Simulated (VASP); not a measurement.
# HfTi (P-6m2) in VASP: single point with LDA

Aim: the single point of HfTi with LDA.

Everything below comes from runs of VASP 6.6.1. Logs are shortened: lines on timing, memory, paths and dates and some standing lists are left out, and cuts for length are marked.

## 1. The cell of the first run

It takes space group P-6m2 (No. 187, hexagonal). The conventional cell has a = 3.086 Å, b = 3.086 Å, c = 4.829 Å, α = 90.00°, β = 90.00°, γ = 120.00°. Hf (site symmetry -6m2) has 6 Ti at 3.00 Å and 6 Hf at 3.09 Å within 4.0 Å. Within 4.0 Å of Ti (site symmetry -6m2) lie 6 Hf at 3.00 Å and 6 Ti at 3.09 Å.

## 2. Single point, LDA

Input file INCAR:

```
SYSTEM = HfTi
  PREC = Accurate
  ENCUT = 520
  EDIFF = 1E-6
  ISMEAR = -1
  SIGMA = 0.05
  LREAL = .False.
  LASPH = .True.
  NELM = 60
  ALGO = Normal
  ISIF = 2
  LWAVE = .False.
  LCHARG = .True.
  GGA = CA
  LELF = .True.
  LVHAR = .True.
  NBANDS = 18
```

Input file KPOINTS:

```
regular mesh
0
Gamma
  12 12 7
  0 0 0
```

Input file POSCAR:

```
HfTi
1.0
    3.0861480000      0.0000000000      0.0000000000
   -1.5430740000      2.6726830000      0.0000000000
    0.0000000000      0.0000000000      4.8292590000
Hf Ti
1 1
Direct
    0.6666666667      0.3333333333      0.5000000000
    0.3333333333      0.6666666667      0.0000000000
```

Potentials or basis: VASP PAW LDA potentials, release 64 (Hf_pv, Ti_sv).

Command:

```bash
$ cat potpaw_LDA.64/Hf_pv/POTCAR potpaw_LDA.64/Ti_sv/POTCAR > POTCAR
$ mpirun -np 1 vasp_std > vasp.out
```

OUTCAR:

```text
SYSTEM = HfTi
   PREC = Accurate
   ENCUT = 520
   EDIFF = 1E-6
   ISMEAR = -1
   LREAL = .False.
   LASPH = .True.
   NELM = 60
   ISIF = 2
   GGA = CA

 ion  position               nearest neighbor table
   1  0.667  0.333  0.500-   2 3.00   2 3.00   2 3.00   2 3.00   2 3.00   2 3.00
   2  0.333  0.667  0.000-   1 3.00   1 3.00   1 3.00   1 3.00   1 3.00   1 3.00

  LATTYP: Found a hexagonal cell.
 ALAT       =     3.0861480000
 C/A-ratio  =     1.5648176951

  Lattice vectors:

 A1 = (   3.0861480000,   0.0000000000,   0.0000000000)
 A2 = (  -1.5430740000,   2.6726830000,   0.0000000000)
 A3 = (   0.0000000000,   0.0000000000,   4.8292590000)

Analysis of symmetry for initial positions (statically):
=====================================================================
 Subroutine PRICEL returns:
 Original cell was already a primitive cell.

 Routine SETGRP: Setting up the symmetry group for a
 hexagonal supercell.

 Subroutine GETGRP returns: Found 12 space group operations
 (whereof 12 operations were pure point group operations)
 out of a pool of 24 trial point group operations.

The static configuration has the point symmetry D_3h.

Analysis of symmetry for dynamics (positions and initial velocities):
=====================================================================
 Subroutine PRICEL returns:
 Original cell was already a primitive cell.

 Routine SETGRP: Setting up the symmetry group for a
 hexagonal supercell.

 Subroutine GETGRP returns: Found 12 space group operations
 (whereof 12 operations were pure point group operations)
 out of a pool of 24 trial point group operations.

The dynamic configuration has the point symmetry D_3h.

 Subroutine INISYM returns: Found 12 space group operations
 (whereof 12 operations are pure point group operations),
 and found     1 'primitive' translations

----------------------------------------------------------------------------------------

                                     Primitive cell

  volume of cell :      39.8332

  direct lattice vectors                    reciprocal lattice vectors
     3.086148000  0.000000000  0.000000000     0.324028530  0.187077929  0.000000000
    -1.543074000  2.672683000  0.000000000     0.000000000  0.374155858  0.000000000
     0.000000000  0.000000000  4.829259000     0.000000000  0.000000000  0.207071106

  length of vectors
     3.086148000  3.086148374  4.829259000     0.374155903  0.374155858  0.207071106

  position of ions in fractional coordinates (direct lattice)
[... 78 lines left out ...]
   NELM   =     60;   NELMIN=  2; NELMDL= -5     # of ELM steps
   EDIFF  = 0.1E-05   stopping-criterion for ELM
   LREAL  =      F    real-space projection
   EDIFFG = 0.1E-04   stopping-criterion for IOM
   NSW    =      0    number of steps for IOM
   IBRION =     -1    ionic relax: 0-MD 1-quasi-New 2-CG
   NFREE  =      0    steps in history (QN), initial steepest desc. (CG)
   ISIF   =      2    stress and relaxation
   ISYM   =      2    0-nonsym 1-usesym 2-fastsym
   POTIM  = 0.5000    time-step for ionic-motion
   TEBEG  =    0.0;   TEEND  =   0.0 temperature during run
   PSTRESS=    0.0 pullay stress
   NELECT =      22.0000    total number of electrons
   NUPDOWN=      -1.0000    fix difference up-down
   EMIN   =  10.00;   EMAX   =-10.00  energy-range for DOS
   EFERMI =   0.00;   METHOD = LEGACY
   ISMEAR =    -1;   SIGMA  =   0.05  broadening in eV -4-tet -1-fermi 0-gaus
   EFERMI_NEDOS =   21; number of points for ismear=-14 and -15
   IALGO  =     38    algorithm
   IMIX   =      4    mixing-type and parameters
     AMIX     =   0.40;   BMIX     =  1.00
     AMIX_MAG =   1.60;   BMIX_MAG =  1.00
  volume/ion in A,a.u.               =      19.92       134.40
  Fermi-wavevector in a.u.,A,eV,Ry     =   1.343180  2.538242 24.546706  1.804132
  Thomas-Fermi vector in A             =   2.471274
   LORBIT       =      0    0 simple, 1 ext, 2 COOP (PROOUT), +10 PAW based schemes
   GGA     = CA    functional components
   LHFCALC =     F    Hartree Fock is set to
   AEXX    =    0.0000 exact exchange contribution
   IVDW    =     0    specifies the selected vdW correction
   LEPSILON=     F    determine dielectric tensor
   LRPA    =     F    only Hartree local field effects (RPA)
 non-spin polarized calculation
  energy-cutoff  :      520.00
  volume of cell :       39.83
 maximum number of plane-waves:      1090
 NGX is ok and might be reduce to    24
   NGX = 11   NGY = 11   NGZ = 17

 number of electron      22.0000000 magnetization

 Free energy of the ion-electron system (eV)
  ---------------------------------------------------
  ext. energy  EPLUGINS =         0.00000000
  ---------------------------------------------------
  free energy    TOTEN  =       -19.07891265 eV

  energy without entropy =      -19.06136866  energy(sigma->0) =      -19.07014066

 E-fermi :   6.1828     XC(G=0): -11.5900

 val. band max:        6.1747911950   @ k =   0.3333   0.3333   0.2857
 cond. band min:       6.1959515737   @ k =   0.2500   0.1667   0.4286
 fundamental gap:      0.0211603787
 Fermi energy:         6.1828210643

 k-point     1 :       0.0000    0.0000    0.0000
  band No.  band energies     occupation
      1     -50.0664      2.00000
      2     -26.8084      2.00000
      3     -26.5052      2.00000
      4     -26.5052      2.00000
      5     -24.0542      2.00000
      6     -23.6223      2.00000
[... 481 lines left out ...]
      5     -24.2301      2.00000
      6     -24.0091      2.00000
[... 10 lines left out ...]
     17      10.7040      0.00000
     18      11.3239      0.00000

 [... further k-points ...]

------------------------ aborting loop because EDIFF is reached ----------------------------------------

  FORCE on cell =-STRESS in cart. coord.  units (eV):
  Direction    XX          YY          ZZ          XY          YZ          ZX
  --------------------------------------------------------------------------------------
  -------------------------------------------------------------------------------------
  Total       -1.8526692     -1.8526698     -1.9347264     -0.0000000      0.0000000      0.0000000
  in kB      -74.5184426    -74.5184667    -77.8189650     -0.0000000      0.0000000      0.0000000
  external PRESSURE =     -75.6186248 kB  Pullay stress =       0.0000000 kB

 VOLUME and BASIS-vectors are now :
 -----------------------------------------------------------------------------
  energy-cutoff  :      520.00
  volume of cell :       39.83
      direct lattice vectors                 reciprocal lattice vectors
     3.086148000  0.000000000  0.000000000     0.324028530  0.187077929  0.000000000
    -1.543074000  2.672683000  0.000000000     0.000000000  0.374155858  0.000000000
     0.000000000  0.000000000  4.829259000     0.000000000  0.000000000  0.207071106

 POSITION                                       TOTAL-FORCE (eV/Angst)
 -----------------------------------------------------------------------------------
      1.54307      0.89089      2.41463        -0.000000      0.000000      0.000000
     -0.00000      1.78179      0.00000         0.000000     -0.000000      0.000000
 -----------------------------------------------------------------------------------
    total drift:                                0.000000      0.000000     -0.000000

  FREE ENERGIE OF THE ION-ELECTRON SYSTEM (eV)
  ---------------------------------------------------
  free  energy   TOTEN  =       -19.0789126543 eV

  energy  without entropy=      -19.0613686615  energy(sigma->0) =      -19.07014066
```

OSZICAR:

```text
N       E                     dE             d eps       ncg     rms          rms(c)
DAV:   1     0.169461381931E+03    0.16946E+03   -0.12023E+04  2736   0.134E+03
DAV:   2    -0.487260060595E+01   -0.17433E+03   -0.17075E+03  2832   0.372E+02
DAV:   3    -0.203314160827E+02   -0.15459E+02   -0.15232E+02  4754   0.846E+01
DAV:   4    -0.210214889381E+02   -0.69007E+00   -0.68845E+00  3260   0.157E+01
DAV:   5    -0.210501635833E+02   -0.28675E-01   -0.28664E-01  4174   0.260E+00    0.574E+01
DAV:   6    -0.212328654206E+02   -0.18270E+00   -0.37792E+01  3596   0.387E+01    0.140E+01
DAV:   7    -0.220942330082E+02   -0.86137E+00   -0.82835E+01  4128   0.355E+01    0.362E+01
DAV:   8    -0.192696844197E+02    0.28245E+01   -0.94135E+00  3700   0.175E+01    0.117E+01
DAV:   9    -0.190812239564E+02    0.18846E+00   -0.16297E+00  4018   0.720E+00    0.140E+00
DAV:  10    -0.190805259389E+02    0.69802E-03   -0.64241E-02  3150   0.138E+00    0.892E-01
DAV:  11    -0.190808773082E+02   -0.35137E-03   -0.46290E-02  3520   0.125E+00    0.723E-01
DAV:  12    -0.190789184139E+02    0.19589E-02   -0.16068E-02  3564   0.608E-01    0.587E-02
DAV:  13    -0.190789254654E+02   -0.70515E-05   -0.12894E-04  3094   0.833E-02    0.588E-02
DAV:  14    -0.190789124945E+02    0.12971E-04   -0.10618E-04  3038   0.771E-02    0.158E-02
DAV:  15    -0.190789126543E+02   -0.15985E-06   -0.18935E-06  2606   0.107E-02
   1 F= -.19078913E+02 E0= -.19070141E+02  d E =-.175440E-01
```

It took 36 s on 1 thread of Intel Xeon Platinum 8488C (Sapphire Rapids), shared host; peak memory 0.18 GiB.

What came out:

| Property | Result |
| --- | --- |
| Free energy | -19.0789 eV |
| Pressure | -7.6 GPa |
| Band gap on the k mesh | zero (band 11 reaches 6.93 eV, above the bottom of band 12 at 5.90 eV) |

Stress tensor (GPa, compression positive):
```
-7.45  0.00  0.00
 0.00 -7.45  0.00
 0.00  0.00 -7.78
```

Levels at points of the mesh, in eV from the Fermi level:
```csv
k point,band 7,band 8,band 9,band 10,band 11,band 12,band 13,band 14,band 15,band 16
"(0.00, 0.00, 0.00)",-29.81,-6.82,-3.12,0.74,0.74,0.98,1.09,1.55,1.55,1.78
"(0.50, 0.00, 0.00)",-29.99,-3.16,-2.16,-2.03,-0.62,0.43,0.74,1.38,2.88,4.35
```

Caveat: spin-orbit coupling is left out, which moves the levels of the heavy elements.
